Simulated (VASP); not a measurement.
## BN: single point with LDA

BN:

```xyz
2
Lattice="0.0000 1.8075 1.7713 1.8075 0.0000 1.7713 1.8075 1.8075 0.0000" Properties=species:S:1:pos:R:3 pbc="T T T"
B     0.0000    0.0000    0.0000
N     2.7113    2.7113    2.6570
```

This cell differs from its parent crystal: zz strain of -2 %.

```yaml
Program: VASP 6.6.1
Task: single point
Functional: LDA
Potentials_or_basis: VASP PAW LDA potentials, release 64 (B, N)
Cutoff: 520 eV
k_mesh: 11 × 11 × 11
Occupations: fermi-dirac, width 0.02 eV
Spin: no spin polarisation
Dipole_correction: no
Further_INCAR_settings: ALGO = Normal; EDIFF = 1e-07; NBANDS = 11
```

- Pressure: -2.4 GPa
- Band gap on the k mesh: 4.11 eV, indirect (least direct gap 8.56 eV)

Stress tensor (GPa, compression positive):
```
-6.53  0.00  0.00
 0.00 -6.53  0.00
 0.00  0.00  5.77
```

Levels at points of the mesh, in eV from the valence-band top:
| k point | band 2 | band 3 | band 4 | band 5 | band 6 | band 7 |
| --- | --- | --- | --- | --- | --- | --- |
| (0.00, 0.00, 0.00) | -0.20 | -0.20 | 0.00 | 8.56 | 8.70 | 8.70 |

Wall time 12 s on 1 thread of Intel(R) Xeon(R) Platinum 8488C (Sapphire Rapids), with other jobs on the host, peak memory 0.12 GiB.

Caveat: the cell differs from its parent crystal (zz strain of -2 %). A k mesh can miss the band edges.
